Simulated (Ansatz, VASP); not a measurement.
**Cs in VASP and in Ansatz**

```
CELL_PARAMETERS angstrom
0.00000 3.68428 3.68428
3.68428 0.00000 3.68428
3.68428 3.68428 0.00000
ATOMIC_POSITIONS crystal
Cs 0.00000 0.00000 0.00000
```

Alike in both runs: task single point; functional LDA; k mesh 9 × 9 × 9; occupations fermi-dirac, width 0.1 eV; no spin polarisation.

|  | VASP | Ansatz |
| --- | --- | --- |
| version | VASP 6.6.1 | Ansatz 0.2.0 |
| potentials or method | VASP PAW LDA potentials, release 64 (Cs_sv), cutoff 520 eV | plane waves (420 eV) with PAW, scalar-relativistic |
| valence electrons in the cell | 9 | 9 |

```tsv
	VASP	Ansatz	Ansatz less VASP
pressure (GPa)	-0.1	-0.1	+0.01
```

Ansatz warns that its potentials were made for another functional, while VASP's fit it. LDA's correlation is that of Perdew and Zunger in VASP and of Perdew and Wang (1992) in Ansatz.

Spin-orbit coupling is off throughout.
